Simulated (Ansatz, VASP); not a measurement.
One calculation of ZnCd5S6, two programs

```xyz
12
Lattice="4.1318 0.0000 0.0000 0.0000 4.1313 0.0001 0.0008 -0.0005 17.5557" Properties=species:S:1:pos:R:3 pbc="T T T"
Zn    2.0667    2.0659    8.7779
Cd   -0.0017    0.0006   -0.0004
Cd    2.0675    2.0681    3.0194
Cd    0.0003    0.0008    6.0379
Cd    0.0008   -0.0022   11.5180
Cd    2.0660    2.0625   14.5358
S     2.0663    0.0019    4.5299
S     0.0008    2.0664    7.5525
S     2.0667   -0.0003   10.0036
S     0.0001    2.0637   13.0262
S     2.0655   -0.0025   16.0457
S     0.0010    2.0662    1.5098
```

Change from the starting cell: cell x1, atoms moved at random (sigma 0.05 Å) and cell strained at random (1.5 %), then relaxed without symmetry.

Alike in both runs: functional PBE; k mesh 4 × 4 × 1; occupations gaussian, width 0.1 eV; no spin polarisation.

Ansatz relaxed the structure, and its values are those at the end. VASP's run is a single point on that final structure, the one shown.

|  | VASP | Ansatz |
| --- | --- | --- |
| version | VASP 6.6.1 | Ansatz 0.2.0 |
| potentials or method | VASP PAW PBE potentials, release 64 (Zn, Cd, S), cutoff 520 eV | scalar-relativistic, plane waves, PAW |
| valence electrons in the cell | 108 | 148 |

|  | VASP | Ansatz | Ansatz less VASP |
| --- | --- | --- | --- |
| gap on the k mesh at the Fermi level (eV) | 1.13 | 1.12 | -0.003 |
| least direct gap on the mesh (eV) | 1.13 | 1.12 | -0.003 |
| pressure (GPa) | 0.3 | 0.0 | -0.28 |
| rms of the force components (eV/Å) | 0.003 | 0.005 | +0.0019 |

VASP's potentials hold 108 valence electrons a cell and Ansatz's 148, so a difference there can come from the potentials and not from the codes.
